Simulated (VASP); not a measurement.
# InSb (zinc blende type) (F-43m) in VASP: notebook

InSb (zinc blende type) is run at these levels: PBE, r2SCAN; tasks: single point.

Everything below comes from runs of VASP 6.6.1. Logs are shortened: lines on timing, memory, paths and dates and some standing lists are left out, and cuts for length are marked.

## 1. The cell of the first run

It takes space group F-43m (No. 216, cubic). The conventional cell has a = 6.640 Å, b = 6.640 Å, c = 6.640 Å, α = 90.00°, β = 90.00°, γ = 90.00°. In (site symmetry -43m) has 4 Sb at 2.88 Å within 3.8 Å. Within 3.8 Å of Sb (site symmetry -43m) lie 4 In at 2.88 Å.

## 2. Single point, PBE

Contents of INCAR:

```
SYSTEM = InSb
PREC = Accurate
ENCUT = 520
EDIFF = 1E-6
ISMEAR = -1
SIGMA = 0.02
LREAL = .FALSE.
LASPH = .TRUE.
NELM = 100
ALGO = Normal
ISIF = 2
LWAVE = .FALSE.
LCHARG = .TRUE.
GGA = PE
LELF = .TRUE.
LVHAR = .TRUE.
NBANDS = 16
```

Contents of KPOINTS:

```
regular mesh
0
G
  6 6 6
  0 0 0
```

Contents of POSCAR:

```
InSb
1.0
    0.0000000000      3.3200000000      3.3200000000
    3.3200000000      0.0000000000      3.3200000000
    3.3200000000      3.3200000000      0.0000000000
In Sb
1 1
Direct
    0.0000000000      0.0000000000      0.0000000000
    0.2500000000      0.2500000000      0.2500000000
```

Potentials or basis: VASP PAW PBE potentials, release 64 (In_d, Sb).

Run with:

```bash
> cat potpaw_PBE.64/In_d/POTCAR potpaw_PBE.64/Sb/POTCAR > POTCAR
> mpirun -np 1 vasp_std > vasp.out
```

OUTCAR:

```text
SYSTEM = InSb
   PREC = Accurate
   ENCUT = 520
   EDIFF = 1E-6
   ISMEAR = -1
   LREAL = .FALSE.
   LASPH = .TRUE.
   NELM = 100
   ISIF = 2
   GGA = PE

 ion  position               nearest neighbor table
   1  0.000  0.000  0.000-   2 2.88   2 2.88   2 2.88   2 2.88
   2  0.250  0.250  0.250-   1 2.88   1 2.88   1 2.88   1 2.88

  LATTYP: Found a face centered cubic cell.
 ALAT       =     6.6400000000

  Lattice vectors:

 A1 = (   0.0000000000,   3.3200000000,   3.3200000000)
 A2 = (   3.3200000000,   0.0000000000,   3.3200000000)
 A3 = (   3.3200000000,   3.3200000000,   0.0000000000)

Analysis of symmetry for initial positions (statically):
=====================================================================
 Subroutine PRICEL returns:
 Original cell was already a primitive cell.

 Routine SETGRP: Setting up the symmetry group for a
 face centered cubic supercell.

 Subroutine GETGRP returns: Found 24 space group operations
 (whereof 24 operations were pure point group operations)
 out of a pool of 48 trial point group operations.

The static configuration has the point symmetry T_d .

Analysis of symmetry for dynamics (positions and initial velocities):
=====================================================================
 Subroutine PRICEL returns:
 Original cell was already a primitive cell.

 Routine SETGRP: Setting up the symmetry group for a
 face centered cubic supercell.

 Subroutine GETGRP returns: Found 24 space group operations
 (whereof 24 operations were pure point group operations)
 out of a pool of 48 trial point group operations.

The dynamic configuration has the point symmetry T_d .

 Subroutine INISYM returns: Found 24 space group operations
 (whereof 24 operations are pure point group operations),
 and found     1 'primitive' translations

----------------------------------------------------------------------------------------

                                     Primitive cell

  volume of cell :      73.1887

  direct lattice vectors                    reciprocal lattice vectors
     0.000000000  3.320000000  3.320000000    -0.150602410  0.150602410  0.150602410
     3.320000000  0.000000000  3.320000000     0.150602410 -0.150602410  0.150602410
     3.320000000  3.320000000  0.000000000     0.150602410  0.150602410 -0.150602410

  length of vectors
     4.695189027  4.695189027  4.695189027     0.260851025  0.260851025  0.260851025

  position of ions in fractional coordinates (direct lattice)
     0.000000000  0.000000000  0.000000000
     0.250000000  0.250000000  0.250000000

  ion indices of the primitive-cell ions
   primitive index   ion index
                 1           1
                 2           2

----------------------------------------------------------------------------------------

 KPOINTS: regular mesh

Automatic generation of k-mesh.
 Grid dimensions read from file:
 generate k-points for:    6    6    6

 Generating k-lattice:

  Cartesian coordinates                     Fractional coordinates (reciprocal lattice)
    -0.025100402  0.025100402  0.025100402     0.166666667  0.000000000  0.000000000
     0.025100402 -0.025100402  0.025100402     0.000000000  0.166666667  0.000000000
     0.025100402  0.025100402 -0.025100402     0.000000000  0.000000000  0.166666667

  Length of vectors
     0.043475171  0.043475171  0.043475171

  Shift w.r.t. Gamma in fractional coordinates (k-lattice)
     0.000000000  0.000000000  0.000000000

 Subroutine IBZKPT returns following result:
 ===========================================

 Found     16 irreducible k-points:

 Following reciprocal coordinates:
            Coordinates               Weight
  0.000000  0.000000  0.000000      1.000000
  0.166667  0.000000  0.000000      8.000000
  0.333333  0.000000  0.000000      8.000000
  0.500000  0.000000  0.000000      4.000000
  0.166667  0.166667  0.000000      6.000000
  0.333333  0.166667  0.000000     24.000000
[... 8 lines left out ...]
 -0.333333  0.333333  0.166667     24.000000
 -0.333333  0.500000  0.166667     12.000000
   k-points           NKPTS =     16   k-points in BZ     NKDIM =     16   number of bands    NBANDS=     16
   number of dos      NEDOS =    301   number of ions     NIONS =      2
   total plane-waves  NPLWV =  46656
   dimension x,y,z NGX =    36 NGY =   36 NGZ =   36
   dimension x,y,z NGXF=    72 NGYF=   72 NGZF=   72
   ions per type =               1   1
   NGX,Y,Z   is equivalent  to a cutoff of  12.75, 12.75, 12.75 a.u.
   NGXF,Y,Z  is equivalent  to a cutoff of  25.49, 25.49, 25.49 a.u.
 SYSTEM =  InSb
   PREC   = accura    normal or accurate (medium, high low for compatibility)
   ISTART =      0    job   : 0-new  1-cont  2-samecut
   ICHARG =      2    charge: 1-file 2-atom 10-const
   ISPIN  =      1    spin polarized calculation?
   LNONCOLLINEAR =      F non collinear calculations
   LSORBIT =      F    spin-orbit coupling
   LASPH  =      T    aspherical Exc in radial PAW
   ENCUT  =  520.0 eV  38.22 Ry    6.18 a.u.   8.73  8.73  8.73*2*pi/ulx,y,z
   NELM   =    100;   NELMIN=  2; NELMDL= -5     # of ELM steps
   EDIFF  = 0.1E-05   stopping-criterion for ELM
   LREAL  =      F    real-space projection
   EDIFFG = 0.1E-04   stopping-criterion for IOM
   NSW    =      0    number of steps for IOM
   IBRION =     -1    ionic relax: 0-MD 1-quasi-New 2-CG
   NFREE  =      0    steps in history (QN), initial steepest desc. (CG)
   ISIF   =      2    stress and relaxation
   ISYM   =      2    0-nonsym 1-usesym 2-fastsym
   POTIM  = 0.5000    time-step for ionic-motion
   TEBEG  =    0.0;   TEEND  =   0.0 temperature during run
   PSTRESS=    0.0 pullay stress
   NELECT =      18.0000    total number of electrons
   NUPDOWN=      -1.0000    fix difference up-down
   EMIN   =  10.00;   EMAX   =-10.00  energy-range for DOS
   EFERMI =   0.00;   METHOD = LEGACY
   ISMEAR =    -1;   SIGMA  =   0.02  broadening in eV -4-tet -1-fermi 0-gaus
   EFERMI_NEDOS =   21; number of points for ismear=-14 and -15
   IALGO  =     38    algorithm
   IMIX   =      4    mixing-type and parameters
     AMIX     =   0.40;   BMIX     =  1.00
     AMIX_MAG =   1.60;   BMIX_MAG =  1.00
  volume/ion in A,a.u.               =      36.59       246.95
  Fermi-wavevector in a.u.,A,eV,Ry     =   1.025693  1.938280 14.313969  1.052047
  Thomas-Fermi vector in A             =   2.159547
   LORBIT       =      0    0 simple, 1 ext, 2 COOP (PROOUT), +10 PAW based schemes
   GGA     = PE    functional components
   LHFCALC =     F    Hartree Fock is set to
   AEXX    =    0.0000 exact exchange contribution
   IVDW    =     0    specifies the selected vdW correction
   LEPSILON=     F    determine dielectric tensor
   LRPA    =     F    only Hartree local field effects (RPA)
 non-spin polarized calculation
  energy-cutoff  :      520.00
  volume of cell :       73.19
 maximum number of plane-waves:      1994
   NGX = 17   NGY = 17   NGZ = 17

 number of electron      18.0000008 magnetization

 Free energy of the ion-electron system (eV)
  ---------------------------------------------------
  ext. energy  EPLUGINS =         0.00000000
  ---------------------------------------------------
  free energy    TOTEN  =        -6.93250787 eV

  energy without entropy =       -6.93215424  energy(sigma->0) =       -6.93233105

 E-fermi :   4.3794     XC(G=0):  -8.3691

 val. band max:        4.3655099688   @ k =   0.0000   0.0000   0.0000
 cond. band min:       4.7778725148   @ k =   0.5000   0.0000   0.0000
 fundamental gap:      0.4123625460
 Fermi energy:         4.3793728267

 k-point     1 :       0.0000    0.0000    0.0000
  band No.  band energies     occupation
      1     -10.1070      2.00000
      2     -10.1070      2.00000
      3     -10.1070      2.00000
      4     -10.0410      2.00000
      5     -10.0410      2.00000
      6      -5.9079      2.00000
[... 8 lines left out ...]
     15      12.4932      0.00000
     16      12.4932      0.00000

 k-point     2 :       0.1667    0.0000    0.0000
  band No.  band energies     occupation
      1     -10.1156      2.00000
      2     -10.1029      2.00000
      3     -10.1029      2.00000
      4     -10.0411      2.00000
      5     -10.0411      2.00000
      6      -5.6858      2.00000
[... 8 lines left out ...]
     15      11.6288      0.00000
     16      11.6288      0.00000

 k-point     3 :       0.3333    0.0000    0.0000
  band No.  band energies     occupation
      1     -10.1328      2.00000
      2     -10.0957      2.00000
      3     -10.0957      2.00000
      4     -10.0405      2.00000
      5     -10.0405      2.00000
      6      -5.1196      2.00000
[... 8 lines left out ...]
     15      11.9938      0.00000
     16      11.9938      0.00000

 k-point     4 :       0.5000    0.0000    0.0000
  band No.  band energies     occupation
      1     -10.1412      2.00000
      2     -10.0927      2.00000
      3     -10.0927      2.00000
      4     -10.0395      2.00000
      5     -10.0395      2.00000
      6      -4.7190      2.00000
[... 8 lines left out ...]
     15      13.3485      0.00000
     16      13.3485      0.00000
[... 172 lines left out ...]
 k-point    14 :       0.5000    0.3333    0.1667
  band No.  band energies     occupation
      1     -10.1487      2.00000
      2     -10.0878      2.00000
      3     -10.0834      2.00000
      4     -10.0469      2.00000
      5     -10.0378      2.00000
      6      -4.6609      2.00000
[... 8 lines left out ...]
     15      12.9404      0.00000
     16      14.2991      0.00000

 k-point    15 :      -0.3333    0.3333    0.1667
  band No.  band energies     occupation
      1     -10.1526      2.00000
      2     -10.0872      2.00000
      3     -10.0799      2.00000
      4     -10.0458      2.00000
      5     -10.0392      2.00000
      6      -4.3344      2.00000
[... 8 lines left out ...]
     15      13.7097      0.00000
     16      14.1111      0.00000

 k-point    16 :      -0.3333    0.5000    0.1667
  band No.  band energies     occupation
      1     -10.1595      2.00000
      2     -10.0823      2.00000
      3     -10.0752      2.00000
      4     -10.0499      2.00000
      5     -10.0370      2.00000
      6      -4.1755      2.00000
[... 8 lines left out ...]
     15      13.7868      0.00000
     16      14.5437      0.00000

------------------------ aborting loop because EDIFF is reached ----------------------------------------

  FORCE on cell =-STRESS in cart. coord.  units (eV):
  Direction    XX          YY          ZZ          XY          YZ          ZX
  --------------------------------------------------------------------------------------
  -------------------------------------------------------------------------------------
  Total       -0.0247847     -0.0247847     -0.0247847     -0.0000000      0.0000000      0.0000000
  in kB       -0.5425630     -0.5425630     -0.5425630     -0.0000000      0.0000000      0.0000000
  external PRESSURE =      -0.5425630 kB  Pullay stress =       0.0000000 kB

 VOLUME and BASIS-vectors are now :
 -----------------------------------------------------------------------------
  energy-cutoff  :      520.00
  volume of cell :       73.19
      direct lattice vectors                 reciprocal lattice vectors
     0.000000000  3.320000000  3.320000000    -0.150602410  0.150602410  0.150602410
     3.320000000  0.000000000  3.320000000     0.150602410 -0.150602410  0.150602410
     3.320000000  3.320000000  0.000000000     0.150602410  0.150602410 -0.150602410

 POSITION                                       TOTAL-FORCE (eV/Angst)
 -----------------------------------------------------------------------------------
      0.00000      0.00000      0.00000         0.000000      0.000000      0.000000
      1.66000      1.66000      1.66000        -0.000000     -0.000000     -0.000000
 -----------------------------------------------------------------------------------
    total drift:                               -0.000000     -0.000000     -0.000000

  FREE ENERGIE OF THE ION-ELECTRON SYSTEM (eV)
  ---------------------------------------------------
  free  energy   TOTEN  =        -6.9325078670 eV

  energy  without entropy=       -6.9321542388  energy(sigma->0) =       -6.93233105
```

It took 9.1 s on 1 thread of Intel Xeon 6975P-C (Granite Rapids), shared host; peak memory 0.21 GiB.

What came out:

- Free energy: -6.9325 eV
- Pressure: -0.1 GPa
- Band gap on the k mesh: zero (filled and empty bands touch)

Levels at points of the mesh, in eV from the Fermi level:
| k point | band 5 | band 6 | band 7 | band 8 | band 9 | band 10 | band 11 | band 12 | band 13 | band 14 |
| --- | --- | --- | --- | --- | --- | --- | --- | --- | --- | --- |
| (0.00, 0.00, 0.00) | -14.42 | -10.29 | -0.62 | -0.01 | -0.01 | -0.01 | 2.95 | 2.95 | 2.95 | 5.65 |
| (0.50, 0.00, 0.00) | -14.42 | -9.10 | -5.31 | -0.91 | -0.91 | 0.40 | 3.78 | 3.78 | 6.10 | 7.85 |
| (0.50, 0.50, 0.00) | -14.41 | -8.57 | -5.63 | -2.04 | -2.04 | 1.34 | 1.45 | 7.70 | 7.70 | 8.32 |

Caveat: semilocal functionals underestimate gaps, so a narrow gap can read as zero; spin-orbit coupling is left out, which moves the levels of the heavy elements.

## 3. Single point, PBE

Contents of INCAR:

```
ALGO = Normal
EDIFF = 1E-6
ENCUT = 520
GGA = PE
ISIF = 2
ISMEAR = -1
LASPH = True
LCHARG = True
LELF = True
LREAL = False
LVHAR = True
LWAVE = False
NBANDS = 16
NELM = 100
PREC = Accurate
SIGMA = 0.02
```

Contents of KPOINTS:

```
k-points
0
Gamma
  6 6 6
```

POSCAR is that of step 2.

Potentials or basis: VASP PAW PBE potentials, release 64 (In_d, Sb).

Run with:

```bash
> cat potpaw_PBE.64/In_d/POTCAR potpaw_PBE.64/Sb/POTCAR > POTCAR
> mpirun -np 1 vasp_std > vasp.out
```

Wall time 9 s (1 thread of Intel Xeon 6975P-C (Granite Rapids), shared host); peak memory 0.21 GiB.

It converged, with:

```yaml
Free_energy: -6.9325 eV
Pressure: -0.1 GPa
Band_gap_on_the_k_mesh: zero (filled and empty bands touch)
```

Levels at points of the mesh, in eV from the Fermi level:
| k point | band 5 | band 6 | band 7 | band 8 | band 9 | band 10 | band 11 | band 12 | band 13 | band 14 |
| --- | --- | --- | --- | --- | --- | --- | --- | --- | --- | --- |
| (0.00, 0.00, 0.00) | -14.42 | -10.29 | -0.62 | -0.01 | -0.01 | -0.01 | 2.95 | 2.95 | 2.95 | 5.65 |
| (0.50, 0.00, 0.00) | -14.42 | -9.10 | -5.31 | -0.91 | -0.91 | 0.40 | 3.78 | 3.78 | 6.10 | 7.85 |
| (0.50, 0.50, 0.00) | -14.41 | -8.57 | -5.63 | -2.04 | -2.04 | 1.34 | 1.45 | 7.70 | 7.70 | 8.32 |

Caveat: semilocal functionals underestimate gaps, so a narrow gap can read as zero; spin-orbit coupling is left out, which moves the levels of the heavy elements.

## 4. Single point, r2SCAN

POSCAR is that of step 3.

Contents of INCAR.step1:

```
PREC     = Accurate       # precision mode
ENCUT    = 520            # plane-wave cutoff, eV
ISMEAR   = -1             # smearing method
SIGMA    = 0.02           # smearing width, eV
LREAL    = False          # projectors in reciprocal space
LASPH    = True           # aspherical terms in the spheres
NELM     = 100            # most SCF steps
NBANDS   = 16             # bands
GGA      = PE             # functional
ALGO     = Normal         # electronic algorithm
EDIFF    = 1E-4           # SCF threshold, eV
LWAVE    = True           # write WAVECAR
LCHARG   = False          # write CHGCAR
```

Contents of INCAR.step2:

```
PREC     = Accurate       # precision mode
ENCUT    = 520            # plane-wave cutoff, eV
EDIFF    = 1E-6           # SCF threshold, eV
ISMEAR   = -1             # smearing method
SIGMA    = 0.02           # smearing width, eV
LREAL    = False          # projectors in reciprocal space
LASPH    = True           # aspherical terms in the spheres
NELM     = 100            # most SCF steps
ALGO     = Normal         # electronic algorithm
ISIF     = 2              # what is computed and relaxed
LWAVE    = False          # write WAVECAR
LCHARG   = True           # write CHGCAR
METAGGA  = R2SCAN         # meta-GGA
LMIXTAU  = True         
LELF     = True           # ELF
LVHAR    = True         
NBANDS   = 16             # bands
ISTART   = 1
```

Contents of KPOINTS:

```
regular mesh
0
Gamma
  6 6 6
```

Run with:

```bash
> cat potpaw_PBE.64/In_d/POTCAR potpaw_PBE.64/Sb/POTCAR > POTCAR
> cp INCAR.step1 INCAR
> mpirun -np 1 vasp_std > vasp.out
> cp INCAR.step2 INCAR
> mpirun -np 1 vasp_std > vasp.out
```

It took 38 s on 1 thread of Intel Xeon 6975P-C (Granite Rapids), shared host; peak memory 0.22 GiB.

It converged, with:

```
Free energy            : -48.7368 eV
Pressure               : -1.4 GPa
Band gap on the k mesh : zero (filled and empty bands touch)
```

Levels at points of the mesh, in eV from the Fermi level:
| k point | band 5 | band 6 | band 7 | band 8 | band 9 | band 10 | band 11 | band 12 | band 13 | band 14 |
| --- | --- | --- | --- | --- | --- | --- | --- | --- | --- | --- |
| (0.00, 0.00, 0.00) | -14.89 | -10.67 | -0.22 | -0.01 | -0.01 | -0.01 | 3.21 | 3.21 | 3.21 | 6.07 |
| (0.50, 0.00, 0.00) | -14.89 | -9.41 | -5.45 | -0.95 | -0.95 | 0.68 | 4.07 | 4.07 | 6.46 | 8.42 |
| (0.50, 0.50, 0.00) | -14.89 | -8.85 | -5.77 | -2.13 | -2.13 | 1.56 | 1.67 | 8.27 | 8.27 | 8.92 |

Caveat: semilocal functionals underestimate gaps, so a narrow gap can read as zero; the PAW data sets were made with another functional, which shifts forces and pressure a little; spin-orbit coupling is left out, which moves the levels of the heavy elements.

## 5. Single point, r2SCAN

POSCAR is that of step 4.

Contents of INCAR.step1:

```
SYSTEM = InSb
ALGO = Normal
EDIFF = 1E-4
ENCUT = 520
GGA = PE
ISMEAR = -1
LASPH = .TRUE.
LCHARG = .FALSE.
LREAL = .FALSE.
LWAVE = .TRUE.
NBANDS = 16
NELM = 80
PREC = Accurate
SIGMA = 0.02
```

Contents of INCAR.step2:

```
SYSTEM = InSb
ALGO = Normal
EDIFF = 1E-7
ENCUT = 520
ISIF = 2
ISMEAR = -1
ISTART = 1
LASPH = .TRUE.
LCHARG = .FALSE.
LMIXTAU = .TRUE.
LREAL = .FALSE.
LWAVE = .FALSE.
METAGGA = R2SCAN
NBANDS = 16
NELM = 80
PREC = Accurate
SIGMA = 0.02
```

Contents of KPOINTS:

```
k-points
0
G
  6 6 6
  0 0 0
```

Run with:

```bash
> cat potpaw_PBE.64/In_d/POTCAR potpaw_PBE.64/Sb/POTCAR > POTCAR
> cp INCAR.step1 INCAR
> mpirun -np 1 vasp_std > vasp.out
> cp INCAR.step2 INCAR
> mpirun -np 1 vasp_std > vasp.out
```

It took 42 s on 1 thread of Intel Xeon 6975P-C (Granite Rapids), shared host; peak memory 0.23 GiB.

Results (log left out):

- Free energy: -48.7368 eV
- Pressure: -1.4 GPa
- Band gap on the k mesh: zero (filled and empty bands touch)

Levels at points of the mesh, in eV from the Fermi level:
| k point | band 5 | band 6 | band 7 | band 8 | band 9 | band 10 | band 11 | band 12 | band 13 | band 14 |
| --- | --- | --- | --- | --- | --- | --- | --- | --- | --- | --- |
| (0.00, 0.00, 0.00) | -14.89 | -10.67 | -0.22 | -0.01 | -0.01 | -0.01 | 3.21 | 3.21 | 3.21 | 6.07 |
| (0.50, 0.00, 0.00) | -14.89 | -9.41 | -5.45 | -0.95 | -0.95 | 0.68 | 4.07 | 4.07 | 6.46 | 8.42 |
| (0.50, 0.50, 0.00) | -14.89 | -8.85 | -5.77 | -2.13 | -2.13 | 1.56 | 1.67 | 8.27 | 8.27 | 8.92 |

Caveat: semilocal functionals underestimate gaps, so a narrow gap can read as zero; the PAW data sets were made with another functional, which shifts forces and pressure a little; spin-orbit coupling is left out, which moves the levels of the heavy elements.
